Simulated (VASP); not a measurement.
Set up this calculation in VASP 6.6.1, as the native input.

- Task: electric field gradients
- Functional: PBEsol
- Potentials or basis: VASP PAW PBE potentials, release 64 (Cd, Se)
- Cutoff: 520 eV
- k mesh: 11 × 11 × 11
- Occupations: fermi-dirac, width 0.05 eV
- Spin: no spin polarisation
- Dipole correction: no
- Further INCAR settings: ALGO = Normal; EDIFF = 1e-08; NBANDS = 16

The structure of CdSe lies in POSCAR:

```
CdSe
1.0
    0.0000000000      2.8546691101      2.8546691101
    2.8546691101      0.0000000000      2.8546691101
    2.8546691101      2.8546691101      0.0000000000
Cd Se
1 1
Direct
    0.0000000000      0.0000000000      0.0000000000
    0.5000000000      0.5000000000      0.5000000000
```

This cell differs from its parent crystal: volume scaled by 0.98.

These files were run (other wordings do the same):

INCAR

```
SYSTEM = CdSe
PREC = Accurate
ENCUT = 520
EDIFF = 1E-8
ISMEAR = -1
SIGMA = 0.05
LREAL = .FALSE.
LASPH = .TRUE.
NELM = 80
ALGO = Normal
ISIF = 2
LWAVE = .FALSE.
LCHARG = .FALSE.
GGA = PS
LEFG = .TRUE.
NBANDS = 16
```

KPOINTS

```
regular mesh
0
G
  11 11 11
  0 0 0
```

Potentials or basis: VASP PAW PBE potentials, release 64 (Cd, Se).

Run with:

```sh
$ cat potpaw_PBE.64/Cd/POTCAR potpaw_PBE.64/Se/POTCAR > POTCAR
$ mpirun -np 1 vasp_std > vasp.out
```

Results of the run:

```json
{
  "Pressure": "-2.4 GPa",
  "Band gap on the k mesh": "zero (band 9 reaches 2.30 eV, above the bottom of band 10 at 1.88 eV)"
}
```

Caveat: without QUAD_EFG the Cq values of the log hold for a quadrupole moment of 1 mb, not for the nuclei; the PAW data sets were made with another functional, which shifts forces and pressure a little.

Wall time 62 s on 1 thread of AMD EPYC 7R43 64-Core Processor (Zen 3), on a shared host, peak memory 0.15 GiB.
